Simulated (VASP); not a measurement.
A run of VASP 6.6.1 is set up as follows.

POSCAR

```
CaO
1.0
    0.0000000000      2.5224700000      2.3755300000
    2.5224700000      0.0000000000      2.3755300000
    2.5224700000      2.5224700000      0.0000000000
Ca O
1 1
Direct
    0.0000000000      0.0000000000      0.0000000000
    0.5000000000      0.5000000000      0.5000000000
```

The input INCAR.step1:

```
ALGO = Normal ; EDIFF = 1E-4
ENCUT = 520 ; GGA = PE
ISMEAR = 0 ; LASPH = True
LCHARG = False ; LREAL = False
LWAVE = True ; NBANDS = 15
NELM = 80 ; PREC = Accurate
SIGMA = 0.05
```

File INCAR.step2:

```
ALGO = Normal ; EDIFF = 1E-6
ENCUT = 520 ; ISIF = 2
ISMEAR = 0 ; ISTART = 1
LASPH = True ; LCHARG = False
LMIXTAU = True ; LREAL = False
LWAVE = False ; METAGGA = R2SCAN
NBANDS = 15 ; NELM = 80
PREC = Accurate ; SIGMA = 0.05
```

File KPOINTS:

```
k-points
0
Gamma
  8 8 8
```

Potentials or basis: VASP PAW PBE potentials, release 64 (Ca_sv, O).

Launch:

```sh
$ cat potpaw_PBE.64/Ca_sv/POTCAR potpaw_PBE.64/O/POTCAR > POTCAR
$ cp INCAR.step1 INCAR
$ mpirun -np 1 vasp_std > vasp.out
$ cp INCAR.step2 INCAR
$ mpirun -np 1 vasp_std > vasp.out
```

Task: Predict the pressure.

Result: -7.4 GPa.

Task: What does it give for the band gap on the k mesh?

Result: 3.99 eV (least direct gap 4.55 eV).

Stress tensor (GPa, compression positive):
```
-9.83  0.00  0.00
 0.00 -9.83  0.00
 0.00  0.00 -2.52
```

Caveat: the cell differs from its parent crystal (strain +0.030 along x and y, -0.030 along z); the cell stands under tension; the PAW data sets were made with another functional, which shifts forces and pressure a little. A k mesh can miss the band edges.
